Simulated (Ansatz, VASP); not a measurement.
## Si4B: VASP beside Ansatz

INCAR

```
SYSTEM = Si4B
  PREC = Accurate
  ENCUT = 600
  EDIFF = 1E-6
  ISMEAR = 0
  SIGMA = 0.1
  LREAL = .FALSE.
  LASPH = .TRUE.
  NELM = 60
  ALGO = Normal
  ISIF = 3
  LWAVE = .FALSE.
  LCHARG = .FALSE.
  GGA = PE
  IBRION = 2
  NSW = 100
  EDIFFG = -0.01
```

File KPOINTS:

```
Automatic mesh
0
G
  12 12 10
  0 0 0
```

POSCAR

```
Si4B
1.0
    5.0709172973      0.0000000000      0.0000000000
   -2.5354586486      4.3915431999      0.0000000000
    0.0000000000      0.0000000000      3.8739699387
Si B
4 1
Direct
    0.5000000000      0.0000000000      0.0000000000
    0.0000000000      0.5000000000      0.0000000000
    0.5000000000      0.5000000000      0.0000000000
    0.0000000000      0.0000000000      0.0000000000
    0.0000000000      0.0000000000      0.5000000000
```

Input for Ansatz:

```yaml
crystal:
  lattice:
    - [5.0709172973, 0.0, 0.0]
    - [-2.5354586486, 4.3915431999, 0.0]
    - [0.0, 0.0, 3.8739699387]
  atoms:
    - { symbol: Si, position: [0.5, 0.0, 0.0] }
    - { symbol: Si, position: [0.0, 0.5, 0.0] }
    - { symbol: Si, position: [0.5, 0.5, 0.0] }
    - { symbol: Si, position: [0.0, 0.0, 0.0] }
    - { symbol: B, position: [0.0, 0.0, 0.5] }
basis:
  ecutwfc: 420
kpoints:
  mp_grid: { grid: [12, 12, 10] }
hamiltonian:
  xc: pbe
scf:
  occupations: { method: gaussian, width: 0.1 }
output:
  forces: true
  stress: true
  eigenvalues: true
relax:
  adjacent_minimum: "off"
  f_tol: 0.01
  max_steps: 80
  cell: { stress_tol: 0.05 }
```

Alike in both runs: task relaxation of cell and atoms; functional PBE; k mesh 12 × 12 × 10; occupations gaussian, width 0.1 eV; no spin polarisation.

```csv
,VASP,Ansatz
version,VASP 6.6.1,Ansatz 0.2.0
potentials or method,"VASP PAW PBE potentials, release 64 (Si, B), cutoff 600 eV","scalar-relativistic, plane waves, PAW"
valence electrons in the cell,19,19
```

|  | VASP | Ansatz | Ansatz less VASP |
| --- | --- | --- | --- |
| gap on the k mesh at the Fermi level, each at its own relaxed structure (eV) | none | none | - |
| relaxed volume (Å³/atom) | 17.27 | 17.28 | +0.014 |
| relaxed cell length with the largest relative difference (Å) | 3.854 | 3.848 | -0.0057 |

A gap of «none» marks a metal or a gap that the smearing closes.
